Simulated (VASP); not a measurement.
Set up this calculation in VASP 6.6.1, as the native input.

| Item | Value |
| --- | --- |
| Task | single point |
| Functional | PBEsol |
| Potentials or basis | VASP PAW PBE potentials, release 64 (Sn_d, Al) |
| Cutoff | 500 eV |
| k mesh | 6 × 6 × 7 |
| Occupations | fermi-dirac, width 0.05 eV |
| Spin | no spin polarisation |
| Dipole correction | no |
| Further INCAR settings | ALGO = Normal; EDIFF = 1e-06; NBANDS = 16 |

The structure of AlSn lies in POSCAR:

```
AlSn
1.0
    4.2820677280      0.0000000000      0.0000000000
   -2.1410338640      3.7083794331      0.0000000000
    0.0000000000      0.0000000000      3.3068470000
Sn Al
1 1
Direct
    0.3333333333      0.6666666667      0.5000000000
    0.0000000000      0.0000000000      0.0000000000
```

One way to write it, as run:

INCAR

```
  ALGO = Normal
  EDIFF = 1E-6
  ENCUT = 500
  GGA = PS
  GGA_COMPAT = F
  ISIF = 2
  ISMEAR = -1
  LASPH = T
  LCHARG = F
  LREAL = F
  LWAVE = F
  NBANDS = 16
  NELM = 120
  PREC = Accurate
  SIGMA = 0.05
```

KPOINTS

```
k-points
0
Gamma
  6 6 7
```

Potentials or basis: VASP PAW PBE potentials, release 64 (Sn_d, Al).

Run with:

```console
$ cat potpaw_PBE.64/Sn_d/POTCAR potpaw_PBE.64/Al/POTCAR > POTCAR
$ mpirun -np 1 vasp_std > vasp.out
```

Results of the run:

```yaml
Pressure: -3.8 GPa
Band_gap_on_the_k_mesh: zero (an odd number of electrons rules out a gap without spin polarisation)
```

Caveat: the cell stands under tension; the PAW data sets were made with another functional, which shifts forces and pressure a little; spin-orbit coupling is left out, which moves the levels of the heavy elements.

It took 20 s on 1 thread of Intel(R) Xeon(R) Platinum 8259CL CPU @ 2.50GHz (Skylake/Cascade Lake), on a shared host, peak memory 0.17 GiB.
